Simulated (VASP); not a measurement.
# LiBeF3 (Cm) in VASP: single point with PBE

Aim: the single point of LiBeF3 with PBE.

All numbers are computed with VASP 6.6.1; they aren't measurements. Logs are shortened: lines on timing, memory, paths and dates and some standing lists are left out, and cuts for length are marked.

### 1 The cell of the first run

It takes space group Cm (No. 8, monoclinic). Conventional cell: a = 16.731 Å, b = 2.818 Å, c = 4.698 Å, α = 90.00°, β = 93.77°, γ = 90.00°. Within 2.5 Å of Li (site symmetry m) lie 5 F at 1.86 to 2.11 Å. Li (site symmetry m) has 4 F at 1.83 to 2.12 Å within 2.4 Å. Be (site symmetry m) has 4 F at 1.56 to 1.62 Å within 2.1 Å. Within 2.0 Å of Be (site symmetry m) lie 4 F at 1.48 to 1.67 Å. F (site symmetry m) has 1 Be at 1.56 Å and 2 Li at 1.86 Å within 2.1 Å. F (site symmetry m) has 1 Be at 1.56 Å and 2 Li at 1.83 Å within 2.1 Å. Within 2.2 Å of F (site symmetry m) lie 2 Be at 1.67 Å and 1 Li at 2.09 Å. F (site symmetry m) has 1 Be at 1.48 Å and 1 Li at 1.84 Å within 2.0 Å.

### 2 Single point, PBE

File INCAR:

```
ALGO = Normal ; EDIFF = 1E-7
ENCUT = 520 ; GGA = PE
ISIF = 2 ; ISMEAR = 0
LASPH = True ; LCHARG = False
LREAL = False ; LWAVE = False
NBANDS = 37 ; NELM = 100
PREC = Accurate ; SIGMA = 0.02
```

File KPOINTS:

```
k-points
0
Gamma
  8 8 6
```

File POSCAR:

```
LiBeF3
1.0
    8.3656243626     -1.4088828712     -0.0144289027
    8.3656243626      1.4088828712     -0.0144289027
   -0.3011719224      0.0000000000      4.6888200256
Li Be F
2 2 6
Direct
    0.6520444179      0.6520444179      0.4090190416
    0.3535546546      0.3535546546      0.4720338154
    0.0042579604      0.0042579604      0.6013447082
    0.2387290962      0.2387290962      0.9460735241
    0.0795408020      0.0795408020      0.4209307223
    0.9218554481      0.9218554481      0.4276309612
    0.6928468346      0.6928468346      0.8392524783
    0.3194576245      0.3194576245      0.8358339164
    0.5087650201      0.5087650201      0.7711096443
    0.2356688924      0.2356688924      0.2767711884
```

Potentials or basis: VASP PAW PBE potentials, release 64 (Li_sv, Be, F).

The run is started by

```console
cat potpaw_PBE.64/Li_sv/POTCAR potpaw_PBE.64/Be/POTCAR potpaw_PBE.64/F/POTCAR > POTCAR
mpirun -np 1 vasp_std > vasp.out
```

OUTCAR:

```text
EDIFF = 1E-7
   ENCUT = 520
   GGA = PE
   ISIF = 2
   ISMEAR = 0
   LASPH = True
   LREAL = False
   NELM = 100
   PREC = Accurate

 ion  position               nearest neighbor table
   1  0.652  0.652  0.409-   5 1.86   5 1.86   7 2.09  10 2.11  10 2.11
   2  0.354  0.354  0.472-   6 1.83   6 1.83   8 1.84  10 2.12
   3  0.004  0.004  0.601-   6 1.56   5 1.56   9 1.62   9 1.62
   4  0.239  0.239  0.946-   8 1.48  10 1.56   7 1.67   7 1.67
   5  0.080  0.080  0.421-   3 1.56   1 1.86   1 1.86
   6  0.922  0.922  0.428-   3 1.56   2 1.83   2 1.83
   7  0.693  0.693  0.839-   4 1.67   4 1.67   1 2.09
   8  0.319  0.319  0.836-   4 1.48   2 1.84
   9  0.509  0.509  0.771-   3 1.62   3 1.62
  10  0.236  0.236  0.277-   4 1.56   1 2.11   1 2.11   2 2.12

  LATTYP: Found a base centered monoclinic cell.
 ALAT       =    16.7312736119
 B/A-ratio  =     0.1684131052
 C/A-ratio  =     0.2808203729
 COS(beta)  =    -0.0658209685

  Lattice vectors:

 A1 = (   8.3656243626,  -1.4088828712,  -0.0144289027)
 A2 = (   8.3656243626,   1.4088828712,  -0.0144289027)
 A3 = (  -0.3011719224,   0.0000000000,   4.6888200256)

Analysis of symmetry for initial positions (statically):
=====================================================================
 Subroutine PRICEL returns:
 Original cell was already a primitive cell.

 Routine SETGRP: Setting up the symmetry group for a
 base centered monoclinic supercell.

 Subroutine GETGRP returns: Found  2 space group operations
 (whereof  2 operations were pure point group operations)
 out of a pool of  4 trial point group operations.

The static configuration has the point symmetry C_1h.

Analysis of symmetry for dynamics (positions and initial velocities):
=====================================================================
 Subroutine PRICEL returns:
 Original cell was already a primitive cell.

 Routine SETGRP: Setting up the symmetry group for a
 base centered monoclinic supercell.

 Subroutine GETGRP returns: Found  2 space group operations
 (whereof  2 operations were pure point group operations)
 out of a pool of  4 trial point group operations.

The dynamic configuration has the point symmetry C_1h.

 Subroutine INISYM returns: Found  2 space group operations
 (whereof  2 operations are pure point group operations),
 and found     1 'primitive' translations

----------------------------------------------------------------------------------------

                                     Primitive cell

  volume of cell :     110.5144

  direct lattice vectors                    reciprocal lattice vectors
     8.365624363 -1.408882871 -0.014428903     0.059775024 -0.354891106  0.003839465
     8.365624363  1.408882871 -0.014428903     0.059775024  0.354891106  0.003839465
    -0.301171922  0.000000000  4.688820026     0.000367891  0.000000000  0.213296905

  length of vectors
     8.483444472  8.483444472  4.698482495     0.359910394  0.359910394  0.213297222

  position of ions in fractional coordinates (direct lattice)
     0.652044418  0.652044418  0.409019042
     0.353554655  0.353554655  0.472033815
     0.004257960  0.004257960  0.601344708
     0.238729096  0.238729096  0.946073524
     0.079540802  0.079540802  0.420930722
     0.921855448  0.921855448  0.427630961
     0.692846835  0.692846835  0.839252478
     0.319457624  0.319457624  0.835833916
     0.508765020  0.508765020  0.771109644
     0.235668892  0.235668892  0.276771188

  ion indices of the primitive-cell ions
   primitive index   ion index
                 1           1
                 2           2
                 3           3
                 4           4
                 5           5
                 6           6
                 7           7
                 8           8
                 9           9
                10          10

----------------------------------------------------------------------------------------

 KPOINTS: k-points

Automatic generation of k-mesh.
 Grid dimensions read from file:
 generate k-points for:    8    8    6

 Generating k-lattice:

  Cartesian coordinates                     Fractional coordinates (reciprocal lattice)
     0.007471878 -0.044361388  0.000479933     0.125000000  0.000000000  0.000000000
     0.007471878  0.044361388  0.000479933     0.000000000  0.125000000  0.000000000
     0.000061315  0.000000000  0.035549484     0.000000000  0.000000000  0.166666667

  Length of vectors
     0.044988799  0.044988799  0.035549537

  Shift w.r.t. Gamma in fractional coordinates (k-lattice)
     0.000000000  0.000000000  0.000000000

 Subroutine IBZKPT returns following result:
 ===========================================

 Found    114 irreducible k-points:

 Following reciprocal coordinates:
            Coordinates               Weight
  0.000000  0.000000  0.000000      1.000000
  0.125000  0.000000 -0.000000      4.000000
  0.250000  0.000000 -0.000000      4.000000
  0.375000 -0.000000 -0.000000      4.000000
  0.500000  0.000000 -0.000000      2.000000
  0.125000  0.125000 -0.000000      2.000000
[... 16 lines left out ...]
  0.125000  0.000000  0.166667      4.000000
  0.250000 -0.000000  0.166667      4.000000
 [... further k-points ...]
   k-points           NKPTS =    114   k-points in BZ     NKDIM =    114   number of bands    NBANDS=     37
   number of dos      NEDOS =    301   number of ions     NIONS =     10
   total plane-waves  NPLWV = 147456
   dimension x,y,z NGX =    64 NGY =   64 NGZ =   36
   dimension x,y,z NGXF=   128 NGYF=  128 NGZF=   72
   ions per type =               2   2   6
   NGX,Y,Z   is equivalent  to a cutoff of  12.54, 12.54, 12.74 a.u.
   NGXF,Y,Z  is equivalent  to a cutoff of  25.08, 25.08, 25.48 a.u.
 SYSTEM =  unknown system
   PREC   = accura    normal or accurate (medium, high low for compatibility)
   ISTART =      0    job   : 0-new  1-cont  2-samecut
   ICHARG =      2    charge: 1-file 2-atom 10-const
   ISPIN  =      1    spin polarized calculation?
   LNONCOLLINEAR =      F non collinear calculations
   LSORBIT =      F    spin-orbit coupling
   LASPH  =      T    aspherical Exc in radial PAW
   ENCUT  =  520.0 eV  38.22 Ry    6.18 a.u.  15.77 15.77  8.74*2*pi/ulx,y,z
   NELM   =    100;   NELMIN=  2; NELMDL= -5     # of ELM steps
   EDIFF  = 0.1E-06   stopping-criterion for ELM
   LREAL  =      F    real-space projection
   EDIFFG = 0.1E-05   stopping-criterion for IOM
   NSW    =      0    number of steps for IOM
   IBRION =     -1    ionic relax: 0-MD 1-quasi-New 2-CG
   NFREE  =      0    steps in history (QN), initial steepest desc. (CG)
   ISIF   =      2    stress and relaxation
   ISYM   =      2    0-nonsym 1-usesym 2-fastsym
   POTIM  = 0.5000    time-step for ionic-motion
   TEBEG  =    0.0;   TEEND  =   0.0 temperature during run
   PSTRESS=    0.0 pullay stress
   NELECT =      52.0000    total number of electrons
   NUPDOWN=      -1.0000    fix difference up-down
   EMIN   =  10.00;   EMAX   =-10.00  energy-range for DOS
   EFERMI =   0.00;   METHOD = LEGACY
   ISMEAR =     0;   SIGMA  =   0.02  broadening in eV -4-tet -1-fermi 0-gaus
   EFERMI_NEDOS =   21; number of points for ismear=-14 and -15
   IALGO  =     38    algorithm
   IMIX   =      4    mixing-type and parameters
     AMIX     =   0.40;   BMIX     =  1.00
     AMIX_MAG =   1.60;   BMIX_MAG =  1.00
  volume/ion in A,a.u.               =      11.05        74.58
  Fermi-wavevector in a.u.,A,eV,Ry     =   1.273317  2.406219 22.059602  1.621335
  Thomas-Fermi vector in A             =   2.406147
   LORBIT       =      0    0 simple, 1 ext, 2 COOP (PROOUT), +10 PAW based schemes
   GGA     = PE    functional components
   LHFCALC =     F    Hartree Fock is set to
   AEXX    =    0.0000 exact exchange contribution
   IVDW    =     0    specifies the selected vdW correction
   LEPSILON=     F    determine dielectric tensor
   LRPA    =     F    only Hartree local field effects (RPA)
 non-spin polarized calculation
 Gauss-broadening in eV      SIGMA  =   0.02
  energy-cutoff  :      520.00
  volume of cell :      110.51
 maximum number of plane-waves:      2994
   NGX = 31   NGY = 31   NGZ = 17

 number of electron      52.0000004 magnetization

 Free energy of the ion-electron system (eV)
  ---------------------------------------------------
  ext. energy  EPLUGINS =         0.00000000
  ---------------------------------------------------
  free energy    TOTEN  =       -53.15880597 eV

  energy without entropy =      -53.15880597  energy(sigma->0) =      -53.15880597

 E-fermi :  -2.2747     XC(G=0):  -8.5070

 val. band max:       -2.4813993855   @ k =   0.5000   0.5000  -0.0000
 cond. band min:       4.7425644770   @ k =   0.0000   0.0000   0.0000
 fundamental gap:      7.2239638625
 Fermi energy:        -2.2747495011

 k-point     1 :       0.0000    0.0000    0.0000
  band No.  band energies     occupation
      1     -44.1256      2.00000
      2     -43.6026      2.00000
      3     -24.2940      2.00000
      4     -23.4002      2.00000
      5     -23.3971      2.00000
      6     -22.7134      2.00000
[... 29 lines left out ...]
     36      13.1931      0.00000
     37      13.5640      0.00000

 k-point     2 :       0.1250    0.0000   -0.0000
  band No.  band energies     occupation
      1     -44.1223      2.00000
      2     -43.5993      2.00000
      3     -24.2497      2.00000
      4     -23.3830      2.00000
      5     -23.3526      2.00000
      6     -22.6911      2.00000
[... 29 lines left out ...]
     36      13.2238      0.00000
     37      13.3604      0.00000
[... 838 lines left out ...]
     36      13.2498      0.00000
     37      13.4386      0.00000

 k-point    24 :       0.2500   -0.0000    0.1667
  band No.  band energies     occupation
      1     -44.1144      2.00000
      2     -43.5913      2.00000
      3     -24.1294      2.00000
      4     -23.3611      2.00000
      5     -23.2205      2.00000
      6     -22.6441      2.00000
[... 29 lines left out ...]
     36      13.1208      0.00000
     37      13.6290      0.00000

 [... further k-points ...]

------------------------ aborting loop because EDIFF is reached ----------------------------------------

  FORCE on cell =-STRESS in cart. coord.  units (eV):
  Direction    XX          YY          ZZ          XY          YZ          ZX
  --------------------------------------------------------------------------------------
  -------------------------------------------------------------------------------------
  Total       -0.0515677     -0.0109442     -0.0899872      0.0000000      0.0000000     -0.0399022
  in kB       -0.7476012     -0.1586631     -1.3045857      0.0000000      0.0000000     -0.5784812
  external PRESSURE =      -0.7369500 kB  Pullay stress =       0.0000000 kB

 VOLUME and BASIS-vectors are now :
 -----------------------------------------------------------------------------
  energy-cutoff  :      520.00
  volume of cell :      110.51
      direct lattice vectors                 reciprocal lattice vectors
     8.365624363 -1.408882871 -0.014428903     0.059775024 -0.354891106  0.003839465
     8.365624363  1.408882871 -0.014428903     0.059775024  0.354891106  0.003839465
    -0.301171922  0.000000000  4.688820026     0.000367891  0.000000000  0.213296905

 POSITION                                       TOTAL-FORCE (eV/Angst)
 -----------------------------------------------------------------------------------
     10.78633      0.00000      1.89900         0.016031      0.000000     -0.001143
      5.77325      0.00000      2.20308        -0.019086      0.000000     -0.008460
     -0.10987      0.00000      2.81947         0.001226      0.000000      0.024302
      3.70931      0.00000      4.42908        -0.014494      0.000000     -0.019324
      1.20404      0.00000      1.97137         0.026588      0.000000     -0.014522
     15.29500      0.00000      1.97848        -0.023710      0.000000     -0.014594
     11.33943      0.00000      3.91511        -0.013197      0.000000     -0.015051
      5.09320      0.00000      3.90986         0.029862      0.000000     -0.017892
      8.28004      0.00000      3.60091         0.002183      0.000000      0.017665
      3.85968      0.00000      1.29093        -0.005402      0.000000      0.049019
 -----------------------------------------------------------------------------------
    total drift:                               -0.000948      0.000000      0.000722

  FREE ENERGIE OF THE ION-ELECTRON SYSTEM (eV)
  ---------------------------------------------------
  free  energy   TOTEN  =       -53.1588059673 eV

  energy  without entropy=      -53.1588059673  energy(sigma->0) =      -53.15880597
```

It took 13 min on 1 thread of Intel Xeon 6975P-C (Granite Rapids), shared host; peak memory 0.6 GiB.

What came out:

* Free energy: -53.1588 eV
* Largest force: 0.049 eV/Å
* Band gap on the k mesh: 7.22 eV, indirect (the least direct gap lies 0.9 meV higher)

Forces in eV/Å, atoms in the order of the input:
```
Li   0.016  0.000 -0.001
Li  -0.019  0.000 -0.008
Be   0.001  0.000  0.024
Be  -0.014  0.000 -0.019
F    0.027  0.000 -0.015
F   -0.024  0.000 -0.015
F   -0.013  0.000 -0.015
F    0.030  0.000 -0.018
F    0.002  0.000  0.018
F   -0.005  0.000  0.049
```

Caveat: the cutoff is under 1.25 times the usual one of these potentials, so pressure, stress and relaxed cells hold a basis-set (Pulay) error. A k mesh can miss the band edges.
